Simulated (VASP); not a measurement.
# ZrB2 (P6/mmm) in VASP: further runs, part 2 of 2

VASP 6.6.1. The steps go on from the part before.

### 4 Single point, LDA (volume 9.488 Å^3 an atom, c/a of the conventional cell 1.3361)

The input, INCAR:

```
SYSTEM = ZrB2
PREC = Accurate
ENCUT = 520
EDIFF = 1E-6
ISMEAR = 0
SIGMA = 0.15
LREAL = .False.
LASPH = .True.
NELM = 80
ALGO = Normal
ISIF = 2
LWAVE = .False.
LCHARG = .False.
NBANDS = 16
```

The input, KPOINTS:

```
Automatic mesh
0
Gamma
  18 18 12
  0 0 0
```

The input, POSCAR:

```
ZrB2
1.0
    2.9083194764      0.0000000000      0.0000000000
   -1.4541597382      2.5186785489      0.0000000000
    0.0000000000      0.0000000000      3.8858056524
Zr B
1 2
Direct
    0.0000000000      0.0000000000      0.0000000000
    0.3333333333      0.6666666667      0.5000000000
    0.6666666667      0.3333333333      0.5000000000
```

Potentials or basis: VASP PAW LDA potentials, release 64 (Zr_sv, B).

On the command line:

```console
$ cat potpaw_LDA.64/Zr_sv/POTCAR potpaw_LDA.64/B/POTCAR > POTCAR
$ mpirun -np 1 vasp_std > vasp.out
```

OUTCAR:

```text
SYSTEM = ZrB2
   PREC = Accurate
   ENCUT = 520
   EDIFF = 1E-6
   ISMEAR = 0
   LREAL = .False.
   LASPH = .True.
   NELM = 80
   ISIF = 2

 ion  position               nearest neighbor table
   1  0.000  0.000  0.000-   2 2.57   3 2.57   2 2.57   3 2.57   3 2.57   3 2.57   2 2.57   2 2.57
                             3 2.57   3 2.57   2 2.57   2 2.57
   2  0.333  0.667  0.500-   3 1.68   3 1.68   3 1.68   1 2.57   1 2.57   1 2.57   1 2.57   1 2.57
                             1 2.57
   3  0.667  0.333  0.500-   2 1.68   2 1.68   2 1.68   1 2.57   1 2.57   1 2.57   1 2.57   1 2.57
                             1 2.57

  LATTYP: Found a hexagonal cell.
 ALAT       =     2.9083194764
[... 655 lines left out ...]
  -------------------------------------------------------------------------------------
  Total        7.0998768      7.0998768     -4.8565388      0.0000000      0.0000000      0.0000000
  in kB      399.6367935    399.6367935   -273.3641231      0.0000000      0.0000000      0.0000000
  external PRESSURE =     175.3031546 kB  Pullay stress =       0.0000000 kB

 VOLUME and BASIS-vectors are now :
 -----------------------------------------------------------------------------
  energy-cutoff  :      520.00
  volume of cell :       28.46
      direct lattice vectors                 reciprocal lattice vectors
     2.908319476  0.000000000  0.000000000     0.343841180  0.198516798  0.000000000
    -1.454159738  2.518678549  0.000000000     0.000000000  0.397033595  0.000000000
     0.000000000  0.000000000  3.885805652     0.000000000  0.000000000  0.257346890

 POSITION                                       TOTAL-FORCE (eV/Angst)
 -----------------------------------------------------------------------------------
      0.00000      0.00000      0.00000        -0.000000      0.000000     -0.000000
     -0.00000      1.67912      1.94290         0.000000     -0.000000     -0.000000
      1.45416      0.83956      1.94290        -0.000000      0.000000      0.000000
 -----------------------------------------------------------------------------------
    total drift:                               -0.000000      0.000000      0.000000

  FREE ENERGIE OF THE ION-ELECTRON SYSTEM (eV)
  ---------------------------------------------------
  free  energy   TOTEN  =       -26.6861083659 eV

  energy  without entropy=      -26.6836770046  energy(sigma->0) =      -26.68489269
```

OSZICAR:

```text
N       E                     dE             d eps       ncg     rms          rms(c)
DAV:   1     0.102965219540E+03    0.10297E+03   -0.97857E+03  8288   0.113E+03
DAV:   2    -0.265261620493E+02   -0.12949E+03   -0.12421E+03 10936   0.297E+02
DAV:   3    -0.305429891167E+02   -0.40168E+01   -0.39986E+01 12208   0.453E+01
DAV:   4    -0.305992899322E+02   -0.56301E-01   -0.56285E-01 10248   0.505E+00
DAV:   5    -0.306004566321E+02   -0.11667E-02   -0.11667E-02 12344   0.483E-01    0.222E+01
DAV:   6    -0.267035979147E+02    0.38969E+01   -0.98387E+00 10944   0.196E+01    0.915E+00
DAV:   7    -0.266913136387E+02    0.12284E-01   -0.55161E-01 10392   0.484E+00    0.464E+00
DAV:   8    -0.266916651499E+02   -0.35151E-03   -0.10951E-01 10968   0.235E+00    0.322E-01
DAV:   9    -0.266866404064E+02    0.50247E-02   -0.23108E-02 10704   0.104E+00    0.200E-01
DAV:  10    -0.266862314769E+02    0.40893E-03   -0.34529E-03  9816   0.498E-01    0.774E-02
DAV:  11    -0.266861091786E+02    0.12230E-03   -0.38135E-04 10192   0.154E-01    0.112E-02
DAV:  12    -0.266861085184E+02    0.66029E-06   -0.12446E-05 10248   0.296E-02    0.778E-03
DAV:  13    -0.266861083659E+02    0.15244E-06   -0.72651E-07  6824   0.835E-03
   1 F= -.26686108E+02 E0= -.26684893E+02  d E =-.243136E-02
```

It took 60 s on 1 thread of Intel Xeon Platinum 8488C (Sapphire Rapids), shared host; peak memory 0.23 GiB.

Results:

```
Free energy            : -26.6861 eV
Pressure               : 17.5 GPa
Band gap on the k mesh : zero (band 9 reaches 11.32 eV, above the bottom of band 10 at 10.39 eV)
```

Levels at points of the mesh, in eV from the Fermi level:
| k point | band 5 | band 6 | band 7 | band 8 | band 9 | band 10 | band 11 | band 12 | band 13 | band 14 |
| --- | --- | --- | --- | --- | --- | --- | --- | --- | --- | --- |
| (0.00, 0.00, 0.00) | -12.68 | -3.12 | -2.90 | -0.98 | -0.98 | 3.59 | 3.59 | 4.53 | 4.53 | 7.50 |
| (0.50, 0.00, 0.00) | -8.57 | -7.82 | -4.56 | -2.67 | -2.21 | 2.53 | 2.97 | 5.91 | 7.14 | 7.33 |
| (0.00, 0.00, 0.50) | -10.98 | -6.81 | -0.44 | 0.45 | 0.45 | 1.24 | 1.24 | 2.68 | 2.68 | 7.73 |
| (0.50, 0.00, 0.50) | -9.36 | -7.00 | -3.91 | -3.37 | -1.12 | 2.46 | 4.50 | 6.11 | 6.29 | 7.25 |

### 5 Single point, LDA (volume 9.488 Å^3 an atom, c/a of the conventional cell 1.2574)

The input, INCAR:

```
ALGO = Normal
EDIFF = 1E-7
ENCUT = 520
GGA = CA
ISIF = 2
ISMEAR = 0
LASPH = True
LCHARG = False
LREAL = False
LWAVE = False
NBANDS = 16
NELM = 100
PREC = Accurate
SIGMA = 0.15
```

The input, KPOINTS:

```
k-points
0
Gamma
  18 18 12
```

The input, POSCAR:

```
ZrB2
1.0
    2.9677725553      0.0000000000      0.0000000000
   -1.4838862777      2.5701664255      0.0000000000
    0.0000000000      0.0000000000      3.7316772110
Zr B
1 2
Direct
    0.0000000000      0.0000000000      0.0000000000
    0.3333333333      0.6666666667      0.5000000000
    0.6666666667      0.3333333333      0.5000000000
```

On the command line:

```console
$ cat potpaw_LDA.64/Zr_sv/POTCAR potpaw_LDA.64/B/POTCAR > POTCAR
$ mpirun -np 1 vasp_std > vasp.out
```

Run time: 57 s. Hardware: 1 thread of Intel Xeon Platinum 8488C (Sapphire Rapids), shared host; peak memory 0.23 GiB.

The run converged. Its results:

* Free energy: -27.0957 eV
* Pressure: 14.9 GPa
* Band gap on the k mesh: zero (band 9 reaches 11.51 eV, above the bottom of band 10 at 10.46 eV)

Stress tensor (GPa, compression positive):
```
 30.41   0.00   0.00
  0.00  30.41   0.00
  0.00   0.00 -16.05
```

Levels at points of the mesh, in eV from the Fermi level:
```csv
k point,band 6,band 7,band 8,band 9,band 10,band 11,band 12,band 13
"(0.00, 0.00, 0.00)",-2.98,-2.97,-1.71,-1.71,3.73,3.73,4.08,4.08
"(0.50, 0.00, 0.00)",-8.15,-4.63,-2.81,-2.67,2.31,2.63,5.68,6.47
"(0.00, 0.00, 0.50)",-7.02,-0.19,-0.19,0.14,0.99,0.99,1.76,1.76
"(0.50, 0.00, 0.50)",-7.13,-4.18,-4.03,-1.44,2.82,5.25,5.40,6.46
```

### 6 Single point, LDA (volume 9.488 Å^3 an atom, c/a of the conventional cell 1.1138)

The input, INCAR:

```
SYSTEM = ZrB2
PREC = Accurate
ENCUT = 520
EDIFF = 1E-7
ISMEAR = 0
SIGMA = 0.15
LREAL = .FALSE.
LASPH = .TRUE.
NELM = 80
ALGO = Normal
ISIF = 2
LWAVE = .FALSE.
LCHARG = .TRUE.
GGA = CA
LELF = .TRUE.
LVHAR = .TRUE.
NBANDS = 16
```

The input, KPOINTS:

```
Automatic mesh
0
G
  18 18 12
  0 0 0
```

The input, POSCAR:

```
ZrB2
1.0
    3.0902323298      0.0000000000      0.0000000000
   -1.5451161649      2.6762197012      0.0000000000
    0.0000000000      0.0000000000      3.4417794366
Zr B
1 2
Direct
    0.0000000000      0.0000000000      0.0000000000
    0.3333333333      0.6666666667      0.5000000000
    0.6666666667      0.3333333333      0.5000000000
```

Potentials or basis: VASP PAW LDA potentials, release 64 (Zr_sv, B).

On the command line:

```console
$ cat potpaw_LDA.64/Zr_sv/POTCAR potpaw_LDA.64/B/POTCAR > POTCAR
$ mpirun -np 1 vasp_std > vasp.out
```

Run time: 53 s. Hardware: 1 thread of Intel Xeon Platinum 8488C (Sapphire Rapids), shared host; peak memory 0.22 GiB.

It converged, with:

* Free energy: -27.4370 eV
* Pressure: 12.2 GPa
* Band gap on the k mesh: zero (band 9 reaches 12.16 eV, above the bottom of band 10 at 10.81 eV)

Stress tensor (GPa, compression positive):
```
12.40  0.00  0.00
 0.00 12.40  0.00
 0.00  0.00 11.70
```

Levels at points of the mesh, in eV from the Fermi level:
```csv
k point,band 5,band 6,band 7,band 8,band 9,band 10,band 11,band 12,band 13,band 14
"(0.00, 0.00, 0.00)",-12.94,-2.82,-2.82,-2.80,-2.27,3.70,3.70,4.52,4.52,5.43
"(0.50, 0.00, 0.00)",-9.24,-8.37,-4.19,-3.15,-2.94,2.37,2.48,5.39,5.52,7.05
"(0.00, 0.00, 0.50)",-10.55,-7.14,-1.02,-1.02,0.31,0.31,0.79,0.79,1.96,5.20
"(0.50, 0.00, 0.50)",-10.19,-6.97,-4.91,-4.41,-1.77,4.09,4.56,5.83,6.96,7.08
```

### 7 The runs side by side

| cell | gap on the mesh (eV) | pressure (GPa) |
| --- | --- | --- |
| a = 3.153, b = 3.153, c = 3.305 Å, angles 90.0, 90.0, 120.0°, 3 atoms | none | 11.8 |
| a = 3.028, b = 3.028, c = 3.584 Å, angles 90.0, 90.0, 120.0°, 3 atoms | none | 13.2 |
| a = 2.908, b = 2.908, c = 3.886 Å, angles 90.0, 90.0, 120.0°, 3 atoms | none | 17.5 |
| a = 2.968, b = 2.968, c = 3.732 Å, angles 90.0, 90.0, 120.0°, 3 atoms | none | 14.9 |
| a = 3.090, b = 3.090, c = 3.442 Å, angles 90.0, 90.0, 120.0°, 3 atoms | none | 12.2 |

Alike in all rows: task single point; level LDA; potentials or basis VASP PAW LDA potentials, release 64 (Zr_sv, B); no spin polarisation; k mesh 18 × 18 × 12; cutoff (eV) 520; smearing gaussian 0.15 eV.

Absolute energies hang on the potentials; compare differences alone.
